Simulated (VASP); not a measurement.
# C (Im-3m) in VASP: a series of runs, part 2 of 2

VASP 6.6.1.

## 3. Single point, PBEsol

Input file INCAR:

```
SYSTEM = C
PREC     = Accurate       ! precision mode
ENCUT    = 520            ! plane-wave cutoff, eV
EDIFF    = 1E-6           ! SCF threshold, eV
ISMEAR   = 0              ! smearing method
SIGMA    = 0.02           ! smearing width, eV
LREAL    = .False.        ! projectors in reciprocal space
LASPH    = .True.         ! aspherical terms in the spheres
NELM     = 60             ! most SCF steps
ALGO     = Normal         ! electronic algorithm
ISIF     = 2              ! what is computed and relaxed
LWAVE    = .False.        ! write WAVECAR
LCHARG   = .False.        ! write CHGCAR
GGA      = PS             ! functional
NBANDS   = 26             ! bands
```

Input file KPOINTS:

```
regular mesh
0
Gamma
  8 8 8
  0 0 0
```

Input file POSCAR:

```
C
1.0
   -2.4263873541      2.4263873541      2.4263873541
    2.4263873541     -2.4263873541      2.4263873541
    2.4263873541      2.4263873541     -2.4263873541
C
8
Direct
    0.3252914026      0.0000000000      0.0000000000
    0.6747085974      0.6747085974      0.6747085974
    0.0000000000      0.3252914026      0.0000000000
    0.0000000000      0.0000000000      0.3252914026
    0.0000000000      0.6747085974      0.0000000000
    0.3252914026      0.3252914026      0.3252914026
    0.6747085974      0.0000000000      0.0000000000
    0.0000000000      0.0000000000      0.6747085974
```

Potentials or basis: VASP PAW PBE potentials, release 64 (C).

Started as:

```console
> cat potpaw_PBE.64/C/POTCAR > POTCAR
> mpirun -np 1 vasp_std > vasp.out
```

OUTCAR:

```text
SYSTEM = C
   PREC = Accurate
   ENCUT = 520
   EDIFF = 1E-6
   ISMEAR = 0
   LREAL = .False.
   LASPH = .True.
   NELM = 60
   ISIF = 2
   GGA = PS

 ion  position               nearest neighbor table
   1  0.325  0.000  0.000-   7 1.47   6 1.58   5 1.58   8 1.58
   2  0.675  0.675  0.675-   6 1.47   5 1.58   7 1.58   8 1.58
   3  0.000  0.325  0.000-   5 1.47   6 1.58   7 1.58   8 1.58
   4  0.000  0.000  0.325-   8 1.47   6 1.58   7 1.58   5 1.58
   5  0.000  0.675  0.000-   3 1.47   2 1.58   1 1.58   4 1.58
   6  0.325  0.325  0.325-   2 1.47   1 1.58   3 1.58   4 1.58
[... 909 lines left out ...]
  Total        0.2619140      0.2619140      0.2619140      0.0000000      0.0000000     -0.0000000
  in kB        7.3439356      7.3439356      7.3439356      0.0000000      0.0000000     -0.0000000
  external PRESSURE =       7.3439356 kB  Pullay stress =       0.0000000 kB

 VOLUME and BASIS-vectors are now :
 -----------------------------------------------------------------------------
  energy-cutoff  :      520.00
  volume of cell :       57.14
      direct lattice vectors                 reciprocal lattice vectors
    -2.426387354  2.426387354  2.426387354     0.000000000  0.206067675  0.206067675
     2.426387354 -2.426387354  2.426387354     0.206067675  0.000000000  0.206067675
     2.426387354  2.426387354 -2.426387354     0.206067675  0.206067675  0.000000000

 POSITION                                       TOTAL-FORCE (eV/Angst)
 -----------------------------------------------------------------------------------
     -0.78928      0.78928      0.78928        -0.021199      0.021199      0.021199
      1.63710      1.63710      1.63710        -0.021199     -0.021199     -0.021199
      0.78928     -0.78928      0.78928         0.021199     -0.021199      0.021199
      0.78928      0.78928     -0.78928         0.021199      0.021199     -0.021199
      1.63710     -1.63710      1.63710        -0.021199      0.021199     -0.021199
      0.78928      0.78928      0.78928         0.021199      0.021199      0.021199
     -1.63710      1.63710      1.63710         0.021199     -0.021199     -0.021199
      1.63710      1.63710     -1.63710        -0.021199     -0.021199      0.021199
 -----------------------------------------------------------------------------------
    total drift:                                0.000000      0.000000     -0.000000

  FREE ENERGIE OF THE ION-ELECTRON SYSTEM (eV)
  ---------------------------------------------------
  free  energy   TOTEN  =       -71.5689961345 eV

  energy  without entropy=      -71.5689961345  energy(sigma->0) =      -71.56899613
```

OSZICAR:

```text
N       E                     dE             d eps       ncg     rms          rms(c)
DAV:   1     0.881137468148E+02    0.88114E+02   -0.16396E+04  1508   0.117E+03
DAV:   2    -0.679621729370E+02   -0.15608E+03   -0.14308E+03  1998   0.236E+02
DAV:   3    -0.749025234433E+02   -0.69404E+01   -0.68619E+01  2022   0.452E+01
DAV:   4    -0.749937379808E+02   -0.91215E-01   -0.91079E-01  1968   0.573E+00
DAV:   5    -0.749957593007E+02   -0.20213E-02   -0.20204E-02  1998   0.803E-01    0.112E+01
DAV:   6    -0.723523822328E+02    0.26434E+01   -0.21835E+00  1830   0.755E+00    0.640E+00
DAV:   7    -0.715601528102E+02    0.79223E+00   -0.18851E+00  1888   0.715E+00    0.176E+00
DAV:   8    -0.715662146253E+02   -0.60618E-02   -0.11353E-01  1844   0.196E+00    0.433E-01
DAV:   9    -0.715686654724E+02   -0.24508E-02   -0.91764E-03  1956   0.547E-01    0.128E-01
DAV:  10    -0.715689670548E+02   -0.30158E-03   -0.14159E-03  1978   0.208E-01    0.402E-02
DAV:  11    -0.715689971652E+02   -0.30110E-04   -0.55772E-05  1960   0.454E-02    0.252E-02
DAV:  12    -0.715689961942E+02    0.97097E-06   -0.36081E-05  1748   0.324E-02    0.347E-03
DAV:  13    -0.715689961345E+02    0.59725E-07   -0.74709E-07  1556   0.510E-03
   1 F= -.71568996E+02 E0= -.71568996E+02  d E =-.194823E-17
```

stdout:

```text
POSCAR found type information on POSCAR C
 POSCAR found :  1 types and       8 ions
 scaLAPACK will be used
 -----------------------------------------------------------------------------
|                                                                             |
|                                                                             |
|     You enforced a specific xc type in the INCAR file but a different       |
|     I HOPE YOU KNOW WHAT YOU ARE DOING!                                     |
|                                                                             |
 -----------------------------------------------------------------------------

 LDA part: xc-table for (Slater+PW92), standard interpolation
 POSCAR, INCAR and KPOINTS ok, starting setup
 FFT: planning ... GRIDC
 FFT: planning ... GRID_SOFT
 FFT: planning ... GRID
 WAVECAR not read
 entering main loop
```

Run time: 47 s. Hardware: 1 thread of Intel Xeon 8259CL, shared host; peak memory 0.18 GiB.

Results:

| Quantity | Value |
| --- | --- |
| Free energy | -71.5690 eV |
| Pressure | 0.7 GPa |
| Largest force | 0.037 eV/Å |
| Band gap on the k mesh | 3.01 eV (least direct gap 3.73 eV) |

Forces on the atoms (eV/Å):
```
C   -0.021  0.021  0.021
C   -0.021 -0.021 -0.021
C    0.021 -0.021  0.021
C    0.021  0.021 -0.021
C   -0.021  0.021 -0.021
C    0.021  0.021  0.021
C    0.021 -0.021 -0.021
C   -0.021 -0.021  0.021
```

Levels at points of the mesh, in eV from the valence-band top:
| k point | band 14 | band 15 | band 16 | band 17 | band 18 | band 19 |
| --- | --- | --- | --- | --- | --- | --- |
| (0.00, 0.00, 0.00) | -0.31 | -0.31 | -0.31 | 4.02 | 4.02 | 4.02 |
| (0.50, 0.00, 0.00) | -3.05 | -2.32 | -2.12 | 3.90 | 5.43 | 5.87 |
| (0.50, 0.50, 0.50) | 0.00 | 0.00 | 0.00 | 3.73 | 5.85 | 5.85 |

Caveat: the PAW data sets were made with another functional, which shifts forces and pressure a little. A k mesh can miss the band edges.

## 4. Relaxation of cell and atoms, PBEsol

This run uses another cell than the first one, of 7.10 Å³/atom.

Input file INCAR:

```
  PREC = Accurate
  ENCUT = 600
  EDIFF = 1E-6
  ISMEAR = 0
  SIGMA = 0.02
  LREAL = F
  LASPH = T
  NELM = 100
  ALGO = Normal
  ISIF = 3
  LWAVE = F
  LCHARG = F
  GGA = PS
  IBRION = 2
  NSW = 100
  EDIFFG = -0.005
```

Input file KPOINTS:

```
Automatic mesh
0
Gamma
  8 8 8
```

Input file POSCAR:

```
C
1.0
   -2.4217198476      2.4217198476      2.4217198476
    2.4217198476     -2.4217198476      2.4217198476
    2.4217198476      2.4217198476     -2.4217198476
C
8
Direct
    0.3253069600      0.0000000000      0.0000000000
    0.6746930400      0.6746930400      0.6746930400
    0.0000000000      0.3253069600      0.0000000000
    0.0000000000      0.0000000000      0.3253069600
    0.0000000000      0.6746930400      0.0000000000
    0.3253069600      0.3253069600      0.3253069600
    0.6746930400      0.0000000000      0.0000000000
    0.0000000000      0.0000000000      0.6746930400
```

Started as:

```console
> cat potpaw_PBE.64/C/POTCAR > POTCAR
> mpirun -np 1 vasp_std > vasp.out
```

Run time: 3.3 min. Hardware: 1 thread of Intel Xeon 8259CL, shared host; peak memory 0.21 GiB.

The run converged. Its results:

```yaml
Free_energy: -71.5808 eV
Relaxed_volume: 7.15 Å³/atom
Relaxed_cell: a = 4.204 Å, b = 4.204 Å, c = 4.204 Å, α = 109.47°, β = 109.47°, γ = 109.47°
Space_group_after_relaxing_to_0.1_Å: Im-3m (No. 229)
Energy_gained_by_relaxing: 0.3 meV/atom
Ionic_steps: 5
Pressure_after_relaxing: 0.0 GPa
Band_gap_on_the_k_mesh: 3.00 eV (least direct gap 3.74 eV)
```

Step by step:
```tsv
step	energy change (eV)	largest force (eV/Å)	pressure (GPa)	volume (Å³)
1	0.0000	0.0564	2.23	56.81
2	0.0037	0.2629	-2.74	57.63
3	-0.0024	0.0689	0.30	57.12
4	-0.0014	0.1403	-0.61	57.33
5	-0.0027	0.0006	0.00	57.19
```

Final structure:
```
C
1.0
    -2.42712    2.42712    2.42712
     2.42712   -2.42712    2.42712
     2.42712    2.42712   -2.42712
C
8
Cartesian
  -0.7897 0.7897 0.7897
  1.6374 1.6374 1.6374
  0.7897 -0.7897 0.7897
  0.7897 0.7897 -0.7897
  1.6374 -1.6374 1.6374
  0.7897 0.7897 0.7897
  -1.6374 1.6374 1.6374
  1.6374 1.6374 -1.6374
```

Levels at points of the mesh, in eV from the valence-band top:
| k point | band 12 | band 13 | band 14 | band 15 | band 16 | band 17 | band 18 | band 19 | band 20 | band 21 |
| --- | --- | --- | --- | --- | --- | --- | --- | --- | --- | --- |
| (0.00, 0.00, 0.00) | -5.26 | -5.26 | -0.32 | -0.32 | -0.32 | 4.01 | 4.01 | 4.01 | 8.02 | 8.64 |
| (0.50, 0.00, 0.00) | -4.67 | -3.19 | -3.05 | -2.32 | -2.13 | 3.89 | 5.42 | 5.86 | 6.33 | 7.07 |
| (0.50, 0.50, 0.50) | -6.15 | -6.15 | 0.00 | 0.00 | 0.00 | 3.74 | 5.83 | 5.83 | 5.83 | 8.43 |

Caveat: the PAW data sets were made with another functional, which shifts forces and pressure a little.

## 5. Single point, PBEsol

This run uses another cell than the first one: it holds 16 atoms, not 8.

Input file INCAR:

```
SYSTEM = C
PREC = Accurate
ENCUT = 520
EDIFF = 1E-7
ISMEAR = 0
SIGMA = 0.05
LREAL = Auto
LASPH = .True.
NELM = 100
ALGO = Normal
ISIF = 2
LWAVE = .False.
LCHARG = .False.
GGA = PS
NBANDS = 46
```

Input file KPOINTS:

```
regular mesh
0
Gamma
  6 6 4
  0 0 0
```

Input file POSCAR:

```
C
1.0
   -2.4263873541      2.4263873541      2.4263873541
    2.4263873541     -2.4263873541      2.4263873541
    4.8527747083      4.8527747083      0.0000000000
C
16
Direct
    0.3252914026      0.0000000000      0.0000000000
    0.8252914026      0.5000000000      0.5000000000
    0.3373542987      0.3373542987      0.3373542987
    0.8373542987      0.8373542987      0.8373542987
    0.0000000000      0.3252914026      0.0000000000
    0.5000000000      0.8252914026      0.5000000000
    0.8373542987      0.8373542987      0.1626457013
    0.3373542987      0.3373542987      0.6626457013
    0.0000000000      0.6747085974      0.0000000000
    0.5000000000      0.1747085974      0.5000000000
    0.1626457013      0.1626457013      0.1626457013
    0.6626457013      0.6626457013      0.6626457013
    0.6747085974      0.0000000000      0.0000000000
    0.1747085974      0.5000000000      0.5000000000
    0.6626457013      0.6626457013      0.3373542987
    0.1626457013      0.1626457013      0.8373542987
```

Started as:

```console
> cat potpaw_PBE.64/C/POTCAR > POTCAR
> mpirun -np 1 vasp_std > vasp.out
```

Run time: 8.1 min. Hardware: 1 thread of Intel Xeon 8259CL, shared host; peak memory 0.29 GiB.

It converged, with:

| Quantity | Value |
| --- | --- |
| Free energy | -143.1450 eV |
| Pressure | 0.8 GPa |
| Largest force | 0.037 eV/Å |
| Band gap on the k mesh | 2.90 eV |

Forces on the atoms (eV/Å):
```
C   -0.023  0.023  0.018
C   -0.023  0.023  0.018
C   -0.022 -0.022 -0.014
C   -0.022 -0.022 -0.014
C    0.023 -0.023  0.018
C    0.023 -0.023  0.018
C    0.022  0.022 -0.014
C    0.022  0.022 -0.014
C   -0.023  0.023 -0.018
C   -0.023  0.023 -0.018
C    0.022  0.022  0.014
C    0.022  0.022  0.014
C    0.023 -0.023 -0.018
C    0.023 -0.023 -0.018
C   -0.022 -0.022  0.014
C   -0.022 -0.022  0.014
```

Levels at points of the mesh, in eV from the valence-band top:
| k point | band 28 | band 29 | band 30 | band 31 | band 32 | band 33 | band 34 | band 35 | band 36 | band 37 |
| --- | --- | --- | --- | --- | --- | --- | --- | --- | --- | --- |
| (0.00, 0.00, 0.00) | -2.32 | -2.12 | -0.32 | -0.32 | -0.32 | 3.90 | 4.02 | 4.02 | 4.02 | 5.43 |
| (0.50, 0.00, 0.00) | -2.74 | -2.14 | -2.14 | -1.95 | -1.95 | 3.39 | 3.39 | 4.77 | 4.77 | 4.94 |
| (0.50, 0.50, 0.00) | -2.32 | -2.12 | 0.00 | 0.00 | 0.00 | 3.73 | 3.90 | 5.43 | 5.85 | 5.85 |
| (0.00, 0.00, 0.50) | -2.17 | -1.31 | -1.31 | -0.87 | -0.87 | 3.30 | 3.30 | 4.03 | 4.03 | 4.51 |
| (0.50, 0.00, 0.50) | -3.05 | -2.32 | -2.32 | -2.12 | -2.12 | 3.90 | 3.90 | 5.43 | 5.43 | 5.86 |
| (0.50, 0.50, 0.50) | -1.63 | -1.41 | -1.41 | -0.94 | -0.94 | 5.02 | 5.02 | 5.41 | 5.41 | 5.59 |

Caveat: the PAW data sets were made with another functional, which shifts forces and pressure a little. A k mesh can miss the band edges.

## 6. The runs side by side

| task | cell | k mesh | cutoff (eV) | smearing | gap on the mesh (eV) | pressure (GPa) | largest force (eV/Å) |
| --- | --- | --- | --- | --- | --- | --- | --- |
| single point | a = 4.203 Å, angles 109.5°, 8 atoms, atomic positions A | 6 × 6 × 6 | 520 | gaussian 0.05 eV | 2.90 | 0.7 | 0.04 |
| single point | a = 4.203 Å, angles 109.5°, 8 atoms, atomic positions A | 8 × 8 × 8 | 520 | gaussian 0.02 eV | 3.01 | 0.7 | 0.04 |
| relaxation of cell and atoms | relaxed from a = 4.195 Å, angles 109.5°, 8 atoms, atomic positions A | 8 × 8 × 8 | 600 | gaussian 0.02 eV | 3.00 | 0.0 | - |
| single point | a = 4.203, b = 4.203, c = 6.863 Å, angles 90.0, 90.0, 109.5°, 16 atoms, atomic positions B | 6 × 6 × 4 | 520 | gaussian 0.05 eV | 2.90 | 0.8 | 0.04 |

Alike in all rows: level PBEsol; potentials or basis VASP PAW PBE potentials, release 64 (C); no spin polarisation.

Caveats: the PAW data sets were made with another functional, which shifts forces and pressure a little.

Absolute energies hang on the potentials; compare differences alone.
